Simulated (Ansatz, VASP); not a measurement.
## Li in VASP and in Ansatz

```
Li
1.0
     4.75128    0.00000    0.00000
    -2.37564    4.11473    0.00000
     0.00000    0.00000    3.11731
Li
3
Cartesian
  1.5783 0.0000 1.0391
  -0.7891 1.3668 2.0782
  1.5865 2.7479 0.0000
```

Alike in both runs: functional PBEsol; k mesh 6 × 6 × 4; occupations gaussian, width 0.1 eV; no spin polarisation.

Ansatz relaxed the structure, and its values are those at the end. VASP's run is a single point on that final structure, the one shown.

```csv
,VASP,Ansatz
version,VASP 6.6.1,Ansatz 0.2.0
potentials or method,"VASP PAW PBE potentials, release 64 (Li_sv), cutoff 520 eV","scalar-relativistic, plane waves, PAW"
valence electrons in the cell,9,9
```

|  | VASP | Ansatz | Ansatz less VASP |
| --- | --- | --- | --- |
| gap on the k mesh at the Fermi level (eV) | none | none | - |
| rms of the force components (eV/Å) | 0.008 | 0.008 | -0.0001 |

VASP's potentials were made for PBE, not for PBEsol. A gap of «none» marks a metal or a gap that the smearing closes.

The k mesh is coarse, so the values compare programs but aren't converged. Noted on VASP's run: the cutoff is short for stress, so the pressure is rough.
